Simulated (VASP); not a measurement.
# Cu: single point with LDA

The system is Cu.

```
Cu
1.0
     1.19838   -3.90167    0.00000
     1.19838    3.90167    0.00000
     0.00000    0.00000    2.44147
Cu
2
Direct
  0.13378 0.86622 0.25000
  0.86622 0.13378 0.75000
```

* Program: VASP 6.6.1
* Task: single point
* Functional: LDA
* Potentials or basis: VASP PAW LDA potentials, release 64 (Cu)
* Cutoff: 520 eV
* k mesh: 14 × 14 × 13
* Occupations: methfessel-paxton, width 0.1 eV
* Spin: no spin polarisation
* Dipole correction: no
* Further INCAR settings: ALGO = Normal; EDIFF = 1e-06; NBANDS = 18

| Item | Value |
| --- | --- |
| Pressure | 0.9 GPa |
| Largest force | 0.005 eV/Å |
| Band gap on the k mesh | zero (band 11 reaches 11.50 eV, above the bottom of band 12 at 6.06 eV) |

Forces on the atoms (eV/Å):
```
Cu   0.000  0.005  0.000
Cu   0.000 -0.005  0.000
```

Stress tensor (GPa, compression positive):
```
0.75 0.00 0.00
0.00 0.95 0.00
0.00 0.00 0.96
```

Levels at points of the mesh, in eV from the Fermi level:
```
           k point  band 8  band 9  band 10  band 11  band 12  band 13  band 14  band 15
(0.00, 0.00, 0.00)   -2.11   -1.90    -1.75    -1.47    -0.07     5.15    15.01    18.98
(0.50, 0.00, 0.00)   -2.62   -2.22    -1.71    -0.47     1.40     2.63     7.25    13.37
(0.50, 0.50, 0.00)   -2.42   -2.41    -2.00    -1.64    -1.57    14.17    15.92    16.00
```

Wall time 59 s on 1 thread of Intel(R) Xeon(R) 6975P-C (Granite Rapids), with other jobs on the host, peak memory 0.23 GiB.
